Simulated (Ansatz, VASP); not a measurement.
Ir: VASP beside Ansatz

```xyz
4
Lattice="2.7325 0.0000 0.0000 -1.3662 2.3664 0.0000 0.0000 0.0000 8.9271" Properties=species:S:1:pos:R:3 pbc="T T T"
Ir    1.3662    2.3664    8.9271
Ir    1.3662    2.3664    4.4636
Ir    0.0000    1.5776    2.2318
Ir    1.3662    0.7888    6.6953
```

Alike in both runs: task single point; functional LDA; k mesh 15 × 15 × 4; occupations fermi-dirac, width 0.1 eV; no spin polarisation.

|  | VASP | Ansatz |
| --- | --- | --- |
| version | VASP 6.6.1 | Ansatz 0.2.0 |
| potentials or method | VASP PAW LDA potentials, release 64 (Ir), cutoff 500 eV | plane waves (420 eV) with PAW, scalar-relativistic |
| valence electrons in the cell | 36 | 68 |

Ansatz gave:

| Property | Result |
| --- | --- |
| pressure (GPa) | -14.4 |
| traceless stress, the component that is largest in VASP (GPa) | -0.04 |

Problem. Estimate VASP's values.

Solution. Pressure (GPa): -12.3; traceless stress, the component that is largest in VASP (GPa): -0.05.

Ansatz warns that its potentials were made for another functional, while VASP's fit it. LDA's correlation is that of Perdew and Zunger in VASP and of Perdew and Wang (1992) in Ansatz. VASP's potentials hold 36 valence electrons a cell and Ansatz's 68, so a difference there can come from the potentials and not from the codes.

Spin-orbit coupling is off throughout.
